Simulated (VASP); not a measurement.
# Ta2C (P-3m1) in VASP: notebook

Runs on Ta2C. Level: PBEsol. Tasks: single point.

Program: VASP 6.6.1. These are calculated values, not measurements. Logs are shortened: lines on timing, memory, paths and dates and some standing lists are left out, and cuts for length are marked.

## (1) The cell of the first run

Symmetry: P-3m1, No. 164, trigonal system. Conventional cell: a = 3.173 Å, b = 3.173 Å, c = 4.921 Å, α = 90.00°, β = 90.00°, γ = 120.00°. Within 2.9 Å of Ta (site symmetry 3m) lie 3 C at 2.21 Å. C (site symmetry -3m) has 6 Ta at 2.21 Å within 2.9 Å.

## (2) Single point, PBEsol (strain +0.025 along x and y, +0.000 along z)

The input, INCAR:

```
SYSTEM = Ta2C
ALGO     = Normal         ! electronic algorithm
EDIFF    = 1E-6           ! SCF threshold, eV
ENCUT    = 520            ! plane-wave cutoff, eV
GGA      = PS             ! functional
ISIF     = 2              ! what is computed and relaxed
ISMEAR   = 0              ! smearing method
LASPH    = .True.         ! aspherical terms in the spheres
LCHARG   = .True.         ! write CHGCAR
LELF     = .True.         ! ELF
LREAL    = .False.        ! projectors in reciprocal space
LVHAR    = .True.       
LWAVE    = .False.        ! write WAVECAR
NBANDS   = 20             ! bands
NELM     = 100            ! most SCF steps
PREC     = Accurate       ! precision mode
SIGMA    = 0.15           ! smearing width, eV
```

The input, KPOINTS:

```
k-points
0
Gamma
  18 18 10
  0 0 0
```

The input, POSCAR:

```
Ta2C
1.0
    3.1726832220      0.0000000000      0.0000000000
   -1.5863416110      2.7476242684      0.0000000000
    0.0000000000      0.0000000000      4.9210802796
Ta C
2 1
Direct
    0.3333333333      0.6666666667      0.2528761934
    0.6666666667      0.3333333333      0.7471238066
    0.0000000000      0.0000000000      0.0000000000
```

Potentials or basis: VASP PAW PBE potentials, release 64 (Ta_pv, C).

The run is started by

```bash
$ cat potpaw_PBE.64/Ta_pv/POTCAR potpaw_PBE.64/C/POTCAR > POTCAR
$ mpirun -np 1 vasp_std > vasp.out
```

OUTCAR:

```text
SYSTEM = Ta2C
   EDIFF = 1E-6
   ENCUT = 520
   GGA = PS
   ISIF = 2
   ISMEAR = 0
   LASPH = .True.
   LREAL = .False.
   NELM = 100
   PREC = Accurate

 ion  position               nearest neighbor table
   1  0.333  0.667  0.253-   3 2.21   3 2.21   3 2.21   2 3.04   2 3.04   2 3.04   2 3.09   2 3.09
                             2 3.09
   2  0.667  0.333  0.747-   3 2.21   3 2.21   3 2.21   1 3.04   1 3.04   1 3.04   1 3.09   1 3.09
                             1 3.09
   3  0.000  0.000  0.000-   1 2.21   2 2.21   1 2.21   2 2.21   2 2.21   1 2.21

  LATTYP: Found a hexagonal cell.
 ALAT       =     3.1726832220
 C/A-ratio  =     1.5510783571

  Lattice vectors:

 A1 = (   3.1726832220,   0.0000000000,   0.0000000000)
 A2 = (  -1.5863416110,   2.7476242684,   0.0000000000)
 A3 = (   0.0000000000,   0.0000000000,   4.9210802796)

Analysis of symmetry for initial positions (statically):
=====================================================================
 Subroutine PRICEL returns:
 Original cell was already a primitive cell.

 Routine SETGRP: Setting up the symmetry group for a
 hexagonal supercell.

 Subroutine GETGRP returns: Found 12 space group operations
 (whereof 12 operations were pure point group operations)
 out of a pool of 24 trial point group operations.

The static configuration has the point symmetry D_3d.

Analysis of symmetry for dynamics (positions and initial velocities):
=====================================================================
 Subroutine PRICEL returns:
 Original cell was already a primitive cell.

 Routine SETGRP: Setting up the symmetry group for a
 hexagonal supercell.

 Subroutine GETGRP returns: Found 12 space group operations
 (whereof 12 operations were pure point group operations)
 out of a pool of 24 trial point group operations.

The dynamic configuration has the point symmetry D_3d.

 Subroutine INISYM returns: Found 12 space group operations
 (whereof 12 operations are pure point group operations),
 and found     1 'primitive' translations

----------------------------------------------------------------------------------------

                                     Primitive cell

  volume of cell :      42.8987

[... 84 lines left out ...]
   ISPIN  =      1    spin polarized calculation?
   LNONCOLLINEAR =      F non collinear calculations
   LSORBIT =      F    spin-orbit coupling
   LASPH  =      T    aspherical Exc in radial PAW
   ENCUT  =  520.0 eV  38.22 Ry    6.18 a.u.   5.90  5.90  9.15*2*pi/ulx,y,z
   NELM   =    100;   NELMIN=  2; NELMDL= -5     # of ELM steps
   EDIFF  = 0.1E-05   stopping-criterion for ELM
   LREAL  =      F    real-space projection
   EDIFFG = 0.1E-04   stopping-criterion for IOM
   NSW    =      0    number of steps for IOM
   IBRION =     -1    ionic relax: 0-MD 1-quasi-New 2-CG
   NFREE  =      0    steps in history (QN), initial steepest desc. (CG)
   ISIF   =      2    stress and relaxation
   ISYM   =      2    0-nonsym 1-usesym 2-fastsym
   POTIM  = 0.5000    time-step for ionic-motion
   TEBEG  =    0.0;   TEEND  =   0.0 temperature during run
   PSTRESS=    0.0 pullay stress
   NELECT =      26.0000    total number of electrons
   NUPDOWN=      -1.0000    fix difference up-down
   EMIN   =  10.00;   EMAX   =-10.00  energy-range for DOS
   EFERMI =   0.00;   METHOD = LEGACY
   ISMEAR =     0;   SIGMA  =   0.15  broadening in eV -4-tet -1-fermi 0-gaus
   EFERMI_NEDOS =   21; number of points for ismear=-14 and -15
   IALGO  =     38    algorithm
   IMIX   =      4    mixing-type and parameters
     AMIX     =   0.40;   BMIX     =  1.00
     AMIX_MAG =   1.60;   BMIX_MAG =  1.00
  volume/ion in A,a.u.               =      14.30        96.50
  Fermi-wavevector in a.u.,A,eV,Ry     =   1.385430  2.618082 26.115227  1.919415
  Thomas-Fermi vector in A             =   2.509840
   LORBIT       =      0    0 simple, 1 ext, 2 COOP (PROOUT), +10 PAW based schemes
   GGA     = PS    functional components
   LHFCALC =     F    Hartree Fock is set to
   AEXX    =    0.0000 exact exchange contribution
   IVDW    =     0    specifies the selected vdW correction
   LEPSILON=     F    determine dielectric tensor
   LRPA    =     F    only Hartree local field effects (RPA)
 non-spin polarized calculation
 Gauss-broadening in eV      SIGMA  =   0.15
  energy-cutoff  :      520.00
  volume of cell :       42.90
 maximum number of plane-waves:      1176
   NGX = 11   NGY = 11   NGZ = 19

 number of electron      26.0000000 magnetization

 Free energy of the ion-electron system (eV)
  ---------------------------------------------------
  ext. energy  EPLUGINS =         0.00000000
  ---------------------------------------------------
  free energy    TOTEN  =       -36.61027202 eV

  energy without entropy =      -36.60194196  energy(sigma->0) =      -36.60610699

 E-fermi :   6.0577     XC(G=0): -12.6896

 val. band max:        6.0509917869   @ k =   0.0000   0.1111   0.2000
 cond. band min:       6.0581421394   @ k =   0.0000   0.0556   0.1000
 fundamental gap:      0.0071503525
 Fermi energy:         6.0577298817

 k-point     1 :       0.0000    0.0000    0.0000
  band No.  band energies     occupation
      1     -28.7576      2.00000
      2     -28.1902      2.00000
      3     -28.1902      2.00000
      4     -28.0761      2.00000
      5     -28.0761      2.00000
      6     -27.9522      2.00000
[... 541 lines left out ...]
     19      11.3441      0.00000
     20      11.9014      0.00000

 [... further k-points ...]

------------------------ aborting loop because EDIFF is reached ----------------------------------------

  FORCE on cell =-STRESS in cart. coord.  units (eV):
  Direction    XX          YY          ZZ          XY          YZ          ZX
  --------------------------------------------------------------------------------------
  -------------------------------------------------------------------------------------
  Total       -3.9995809     -3.9995809     -1.9234216      0.0000000      0.0000000      0.0000000
  in kB     -149.3759087   -149.3759087    -71.8357402      0.0000000      0.0000000      0.0000000
  external PRESSURE =    -123.5291859 kB  Pullay stress =       0.0000000 kB

 VOLUME and BASIS-vectors are now :
 -----------------------------------------------------------------------------
  energy-cutoff  :      520.00
  volume of cell :       42.90
      direct lattice vectors                 reciprocal lattice vectors
     3.172683222  0.000000000  0.000000000     0.315190623  0.181975391  0.000000000
    -1.586341611  2.747624268  0.000000000     0.000000000  0.363950782  0.000000000
     0.000000000  0.000000000  4.921080280     0.000000000  0.000000000  0.203207414

 POSITION                                       TOTAL-FORCE (eV/Angst)
 -----------------------------------------------------------------------------------
     -0.00000      1.83175      1.24442         0.000000     -0.000000     -0.305890
      1.58634      0.91587      3.67666        -0.000000      0.000000      0.305890
      0.00000      0.00000      0.00000         0.000000      0.000000      0.000000
 -----------------------------------------------------------------------------------
    total drift:                                0.000000     -0.000000     -0.000000

  FREE ENERGIE OF THE ION-ELECTRON SYSTEM (eV)
  ---------------------------------------------------
  free  energy   TOTEN  =       -36.6102720170 eV

  energy  without entropy=      -36.6019419571  energy(sigma->0) =      -36.60610699
```

It took 4.3 min on 1 thread of Intel Xeon 8259CL, shared host; peak memory 0.37 GiB.

Results:

```yaml
Free_energy: -36.6103 eV
Pressure: -12.4 GPa
Largest_force: 0.306 eV/Å
Band_gap_on_the_k_mesh: zero (bands 13 and 14 overlap by 0.85 eV)
```

Forces in eV/Å, atoms in the order of the input:
```
Ta   0.000  0.000 -0.306
Ta   0.000  0.000  0.306
C    0.000  0.000  0.000
```

Caveat: the cell differs from its parent crystal (strain +0.025 along x and y, +0.000 along z); the stress differs along the axes, from -15 to -7 GPa; the PAW data sets were made with another functional, which shifts forces and pressure a little; spin-orbit coupling is left out, which moves the levels of the heavy elements.

## (3) Single point, PBEsol (strain +0.050 along x and y, -0.025 along z)

The input, INCAR:

```
SYSTEM = Ta2C
  ALGO = Normal
  EDIFF = 1E-6
  ENCUT = 520
  GGA = PS
  ISIF = 2
  ISMEAR = 0
  LASPH = .True.
  LCHARG = .False.
  LREAL = .False.
  LWAVE = .False.
  NBANDS = 20
  NELM = 60
  PREC = Accurate
  SIGMA = 0.15
```

KPOINTS is that of step 2.

The input, POSCAR:

```
Ta2C
1.0
    3.2500657396      0.0000000000      0.0000000000
   -1.6250328698      2.8146394945      0.0000000000
    0.0000000000      0.0000000000      4.7980532726
Ta C
2 1
Direct
    0.3333333333      0.6666666667      0.2528761934
    0.6666666667      0.3333333333      0.7471238066
    0.0000000000      0.0000000000      0.0000000000
```

Potentials or basis: VASP PAW PBE potentials, release 64 (Ta_pv, C).

The run is started by

```bash
$ cat potpaw_PBE.64/Ta_pv/POTCAR potpaw_PBE.64/C/POTCAR > POTCAR
$ mpirun -np 1 vasp_std > vasp.out
```

OUTCAR:

```text
SYSTEM = Ta2C
   EDIFF = 1E-6
   ENCUT = 520
   GGA = PS
   ISIF = 2
   ISMEAR = 0
   LASPH = .True.
   LREAL = .False.
   NELM = 60
   PREC = Accurate

 ion  position               nearest neighbor table
   1  0.333  0.667  0.253-   3 2.23   3 2.23   3 2.23   2 3.02   2 3.02   2 3.02   2 3.07   2 3.07
                             2 3.07
   2  0.667  0.333  0.747-   3 2.23   3 2.23   3 2.23   1 3.02   1 3.02   1 3.02   1 3.07   1 3.07
                             1 3.07
   3  0.000  0.000  0.000-   1 2.23   2 2.23   2 2.23   1 2.23   2 2.23   1 2.23

  LATTYP: Found a hexagonal cell.
 ALAT       =     3.2500657396
[... 748 lines left out ...]
  Direction    XX          YY          ZZ          XY          YZ          ZX
  --------------------------------------------------------------------------------------
  -------------------------------------------------------------------------------------
  Total       -6.6250617     -6.6250617     -0.4607301      0.0000000     -0.0000000      0.0000000
  in kB     -241.8357591   -241.8357591    -16.8181114      0.0000000     -0.0000000      0.0000000
  external PRESSURE =    -166.8298765 kB  Pullay stress =       0.0000000 kB

 VOLUME and BASIS-vectors are now :
 -----------------------------------------------------------------------------
  energy-cutoff  :      520.00
  volume of cell :       43.89
      direct lattice vectors                 reciprocal lattice vectors
     3.250065740  0.000000000  0.000000000     0.307686084  0.177642643  0.000000000
    -1.625032870  2.814639495  0.000000000     0.000000000  0.355285287  0.000000000
     0.000000000  0.000000000  4.798053273     0.000000000  0.000000000  0.208417861

 POSITION                                       TOTAL-FORCE (eV/Angst)
 -----------------------------------------------------------------------------------
     -0.00000      1.87643      1.21331        -0.000000      0.000000     -0.436973
      1.62503      0.93821      3.58474        -0.000000     -0.000000      0.436973
      0.00000      0.00000      0.00000         0.000000      0.000000      0.000000
 -----------------------------------------------------------------------------------
    total drift:                                0.000000     -0.000000      0.000000

  FREE ENERGIE OF THE ION-ELECTRON SYSTEM (eV)
  ---------------------------------------------------
  free  energy   TOTEN  =       -36.3834121091 eV

  energy  without entropy=      -36.3740714322  energy(sigma->0) =      -36.37874177
```

Run time: 3.8 min. Hardware: 1 thread of Intel Xeon 8259CL, shared host; peak memory 0.36 GiB.

Results:

* Free energy: -36.3834 eV
* Pressure: -16.7 GPa
* Largest force: 0.437 eV/Å
* Band gap on the k mesh: zero (bands 13 and 14 overlap by 1.05 eV)

Forces on the atoms (eV/Å):
```
Ta   0.000  0.000 -0.437
Ta   0.000  0.000  0.437
C    0.000  0.000  0.000
```

Caveat: the cell differs from its parent crystal (strain +0.050 along x and y, -0.025 along z); the stress differs along the axes, from -24 to -2 GPa; the PAW data sets were made with another functional, which shifts forces and pressure a little; spin-orbit coupling is left out, which moves the levels of the heavy elements.
